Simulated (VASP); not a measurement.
# Ru (P6_3/mmc) in VASP: a series of runs, part 2 of 3

VASP 6.6.1. Earlier steps stand in the parts before.

### Step 4. Single point, r2SCAN (biaxial strain in the a-b plane: +1.0 %, then relaxed in part)

File POSCAR:

```
Ru
1.0
    2.7294894396      0.0000000000      0.0000000000
   -1.3647447198      2.3638071941      0.0000000000
    0.0000000000      0.0000000000      4.2383577932
Ru
2
Direct
    0.3333333333      0.6666666667      0.2500000000
    0.6666666667      0.3333333333      0.7500000000
```

File INCAR.step1:

```
SYSTEM = Ru
PREC     = Accurate       ! precision mode
ENCUT    = 520            ! plane-wave cutoff, eV
ISMEAR   = 0              ! smearing method
SIGMA    = 0.1            ! smearing width, eV
LREAL    = .False.        ! projectors in reciprocal space
LASPH    = .True.         ! aspherical terms in the spheres
NELM     = 100            ! most SCF steps
NBANDS   = 21             ! bands
GGA      = PE             ! functional
ALGO     = Normal         ! electronic algorithm
EDIFF    = 1E-4           ! SCF threshold, eV
LWAVE    = .True.         ! write WAVECAR
LCHARG   = .False.        ! write CHGCAR
```

File INCAR.step2:

```
SYSTEM = Ru
PREC     = Accurate       ! precision mode
ENCUT    = 520            ! plane-wave cutoff, eV
EDIFF    = 1E-6           ! SCF threshold, eV
ISMEAR   = 0              ! smearing method
SIGMA    = 0.1            ! smearing width, eV
LREAL    = .False.        ! projectors in reciprocal space
LASPH    = .True.         ! aspherical terms in the spheres
NELM     = 100            ! most SCF steps
ALGO     = Normal         ! electronic algorithm
ISIF     = 2              ! what is computed and relaxed
LWAVE    = .False.        ! write WAVECAR
LCHARG   = .True.         ! write CHGCAR
METAGGA  = R2SCAN         ! meta-GGA
LMIXTAU  = .True.       
LELF     = .True.         ! ELF
LVHAR    = .True.       
NBANDS   = 21             ! bands
ISTART   = 1
```

File KPOINTS:

```
regular mesh
0
Gamma
  24 24 12
  0 0 0
```

Potentials or basis: VASP PAW PBE potentials, release 64 (Ru_pv).

Started as:

```bash
cat potpaw_PBE.64/Ru_pv/POTCAR > POTCAR
cp INCAR.step1 INCAR
mpirun -np 1 vasp_std > vasp.out
cp INCAR.step2 INCAR
mpirun -np 1 vasp_std > vasp.out
```

OUTCAR:

```text
SYSTEM = Ru
   PREC = Accurate
   ENCUT = 520
   EDIFF = 1E-6
   ISMEAR = 0
   LREAL = .False.
   LASPH = .True.
   NELM = 100
   ISIF = 2
   METAGGA = R2SCAN
   ISTART = 1

 ion  position               nearest neighbor table
   1  0.333  0.667  0.250-   2 2.64   2 2.64   2 2.64   2 2.64   2 2.64   2 2.64
   2  0.667  0.333  0.750-   1 2.64   1 2.64   1 2.64   1 2.64   1 2.64   1 2.64

  LATTYP: Found a hexagonal cell.
 ALAT       =     2.7294894396
 C/A-ratio  =     1.5528024149

  Lattice vectors:

 A1 = (   2.7294894396,   0.0000000000,   0.0000000000)
 A2 = (  -1.3647447198,   2.3638071941,   0.0000000000)
 A3 = (   0.0000000000,   0.0000000000,   4.2383577932)

Analysis of symmetry for initial positions (statically):
=====================================================================
 Subroutine PRICEL returns:
 Original cell was already a primitive cell.

 Routine SETGRP: Setting up the symmetry group for a
 hexagonal supercell.

 Subroutine GETGRP returns: Found 24 space group operations
 (whereof 12 operations were pure point group operations)
 out of a pool of 24 trial point group operations.

The static configuration has the point symmetry D_3d.
 The point group associated with its full space group is D_6h.

Analysis of symmetry for dynamics (positions and initial velocities):
=====================================================================
 Subroutine PRICEL returns:
 Original cell was already a primitive cell.

 Routine SETGRP: Setting up the symmetry group for a
 hexagonal supercell.

 Subroutine GETGRP returns: Found 24 space group operations
 (whereof 12 operations were pure point group operations)
 out of a pool of 24 trial point group operations.

The dynamic configuration has the point symmetry D_3d.
 The point group associated with its full space group is D_6h.

 Subroutine INISYM returns: Found 24 space group operations
 (whereof 12 operations are pure point group operations),
 and found     1 'primitive' translations

----------------------------------------------------------------------------------------

                                     Primitive cell

  volume of cell :      27.3458

  direct lattice vectors                    reciprocal lattice vectors
     2.729489440  0.000000000  0.000000000     0.366368884  0.211523174  0.000000000
    -1.364744720  2.363807194  0.000000000     0.000000000  0.423046348  0.000000000
     0.000000000  0.000000000  4.238357793     0.000000000  0.000000000  0.235940439

  length of vectors
     2.729489440  2.729489440  4.238357793     0.423046348  0.423046348  0.235940439

  position of ions in fractional coordinates (direct lattice)
     0.333333333  0.666666667  0.250000000
     0.666666667  0.333333333  0.750000000

  ion indices of the primitive-cell ions
   primitive index   ion index
                 1           1
                 2           2

----------------------------------------------------------------------------------------

 KPOINTS: regular mesh

Automatic generation of k-mesh.
 Grid dimensions read from file:
 generate k-points for:   24   24   12

 Generating k-lattice:

  Cartesian coordinates                     Fractional coordinates (reciprocal lattice)
     0.015265370  0.008813466  0.000000000     0.041666667  0.000000000  0.000000000
     0.000000000  0.017626931  0.000000000     0.000000000  0.041666667  0.000000000
     0.000000000  0.000000000  0.019661703     0.000000000  0.000000000  0.083333333

  Length of vectors
     0.017626931  0.017626931  0.019661703

  Shift w.r.t. Gamma in fractional coordinates (k-lattice)
     0.000000000  0.000000000  0.000000000

 Subroutine IBZKPT returns following result:
 ===========================================

 Found    427 irreducible k-points:

 Following reciprocal coordinates:
            Coordinates               Weight
  0.000000  0.000000  0.000000      1.000000
  0.041667 -0.000000  0.000000      6.000000
  0.083333 -0.000000  0.000000      6.000000
  0.125000 -0.000000  0.000000      6.000000
  0.166667 -0.000000  0.000000      6.000000
  0.208333  0.000000  0.000000      6.000000
[... 16 lines left out ...]
  0.416667  0.041667  0.000000     12.000000
  0.458333  0.041667  0.000000     12.000000
 [... further k-points ...]
   k-points           NKPTS =    427   k-points in BZ     NKDIM =    427   number of bands    NBANDS=     21
   number of dos      NEDOS =    301   number of ions     NIONS =      2
   total plane-waves  NPLWV =  12800
   dimension x,y,z NGX =    20 NGY =   20 NGZ =   32
   dimension x,y,z NGXF=    40 NGYF=   40 NGZF=   64
   ions per type =               2
   NGX,Y,Z   is equivalent  to a cutoff of  12.18, 12.18, 12.55 a.u.
   NGXF,Y,Z  is equivalent  to a cutoff of  24.36, 24.36, 25.10 a.u.
 SYSTEM =  Ru
   PREC   = accura    normal or accurate (medium, high low for compatibility)
   ISTART =      1    job   : 0-new  1-cont  2-samecut
   ICHARG =      0    charge: 1-file 2-atom 10-const
   ISPIN  =      1    spin polarized calculation?
   LNONCOLLINEAR =      F non collinear calculations
   LSORBIT =      F    spin-orbit coupling
   LASPH  =      T    aspherical Exc in radial PAW
   ENCUT  =  520.0 eV  38.22 Ry    6.18 a.u.   5.08  5.08  7.88*2*pi/ulx,y,z
   NELM   =    100;   NELMIN=  2; NELMDL=  0     # of ELM steps
   EDIFF  = 0.1E-05   stopping-criterion for ELM
   LREAL  =      F    real-space projection
[... 7 lines left out ...]
   TEBEG  =    0.0;   TEEND  =   0.0 temperature during run
   PSTRESS=    0.0 pullay stress
   NELECT =      28.0000    total number of electrons
   NUPDOWN=      -1.0000    fix difference up-down
   EMIN   =  10.00;   EMAX   =-10.00  energy-range for DOS
   EFERMI =   0.00;   METHOD = LEGACY
   ISMEAR =     0;   SIGMA  =   0.10  broadening in eV -4-tet -1-fermi 0-gaus
   EFERMI_NEDOS =   21; number of points for ismear=-14 and -15
   IALGO  =     38    algorithm
   IMIX   =      4    mixing-type and parameters
     AMIX     =   0.40;   BMIX     =  1.00
     AMIX_MAG =   1.60;   BMIX_MAG =  1.00
  volume/ion in A,a.u.               =      13.67        92.27
  Fermi-wavevector in a.u.,A,eV,Ry     =   1.650050  3.118143 37.044113  2.722666
  Thomas-Fermi vector in A             =   2.739066
   LORBIT       =      0    0 simple, 1 ext, 2 COOP (PROOUT), +10 PAW based schemes
   METAGGA = R2SCAN    functional components
   LHFCALC =     F    Hartree Fock is set to
   AEXX    =    0.0000 exact exchange contribution
   IVDW    =     0    specifies the selected vdW correction
   LEPSILON=     F    determine dielectric tensor
   LRPA    =     F    only Hartree local field effects (RPA)
 non-spin polarized calculation
 Gauss-broadening in eV      SIGMA  =   0.10
  energy-cutoff  :      520.00
  volume of cell :       27.35
 maximum number of plane-waves:       750
   NGX = 11   NGY = 11   NGZ = 15

 number of electron      28.0000002 magnetization

 Free energy of the ion-electron system (eV)
  ---------------------------------------------------
  ext. energy  EPLUGINS =         0.00000000
  ---------------------------------------------------
  free energy    TOTEN  =       -50.85232890 eV

  energy without entropy =      -50.84378563  energy(sigma->0) =      -50.84805726

 E-fermi :  12.6188     XC(G=0): -15.3572

 val. band max:       12.6085527519   @ k =   0.2917   0.1667   0.2500
 cond. band min:      12.6271700104   @ k =   0.4167  -0.0000   0.3333
 fundamental gap:      0.0186172584
 Fermi energy:        12.6187550464

 k-point     1 :       0.0000    0.0000    0.0000
  band No.  band energies     occupation
      1     -32.4901      2.00000
      2     -31.5060      2.00000
      3     -31.5060      2.00000
      4     -31.3086      2.00000
      5     -31.3085      2.00000
      6     -31.2372      2.00000
[... 13 lines left out ...]
     20      20.9955      0.00000
     21      23.6075      0.00000

 k-point     2 :       0.0417   -0.0000    0.0000
  band No.  band energies     occupation
      1     -32.4838      2.00000
      2     -31.5185      2.00000
      3     -31.5104      2.00000
      4     -31.3219      2.00000
      5     -31.3101      2.00000
      6     -31.2404      2.00000
[... 520 lines left out ...]
 k-point    24 :       0.4583    0.0417    0.0000
  band No.  band energies     occupation
      1     -32.2399      2.00000
      2     -32.0242      2.00000
      3     -31.9751      2.00000
      4     -31.7481      2.00000
      5     -31.5678      2.00000
      6     -31.4270      2.00000
[... 13 lines left out ...]
     20      20.9956      0.00000
     21      24.2175      0.00000

 [... further k-points ...]

------------------------ aborting loop because EDIFF is reached ----------------------------------------

  FORCE on cell =-STRESS in cart. coord.  units (eV):
  Direction    XX          YY          ZZ          XY          YZ          ZX
  --------------------------------------------------------------------------------------
  -------------------------------------------------------------------------------------
  Total       -0.8065806     -0.8065806      0.2700311      0.0000000      0.0000000      0.0000000
  in kB      -47.2571231    -47.2571231     15.8209744      0.0000000      0.0000000      0.0000000
  external PRESSURE =     -26.2310906 kB  Pullay stress =       0.0000000 kB

 VOLUME and BASIS-vectors are now :
 -----------------------------------------------------------------------------
  energy-cutoff  :      520.00
  volume of cell :       27.35
      direct lattice vectors                 reciprocal lattice vectors
     2.729489440  0.000000000  0.000000000     0.366368884  0.211523174  0.000000000
    -1.364744720  2.363807194  0.000000000     0.000000000  0.423046348  0.000000000
     0.000000000  0.000000000  4.238357793     0.000000000  0.000000000  0.235940439

 POSITION                                       TOTAL-FORCE (eV/Angst)
 -----------------------------------------------------------------------------------
     -0.00000      1.57587      1.05959        -0.000000     -0.000000      0.000000
      1.36474      0.78794      3.17877         0.000000      0.000000      0.000000
 -----------------------------------------------------------------------------------
    total drift:                               -0.000000      0.000000     -0.000000

  FREE ENERGIE OF THE ION-ELECTRON SYSTEM (eV)
  ---------------------------------------------------
  free  energy   TOTEN  =       -50.8523288995 eV

  energy  without entropy=      -50.8437856284  energy(sigma->0) =      -50.84805726
```

Run time: 13 min. Hardware: 1 thread of Intel Xeon 8259CL, shared host; peak memory 0.3 GiB.

What came out:

```
Free energy            : -50.8523 eV
Pressure               : -2.6 GPa
Band gap on the k mesh : zero (bands 14 and 15 overlap by 3.31 eV)
```

Caveat: the cell differs from its parent crystal (biaxial strain in the a-b plane: +1.0 %, then relaxed in part); the PAW data sets were made with another functional, which shifts forces and pressure a little.

(Part 2 of 3 ends here.)
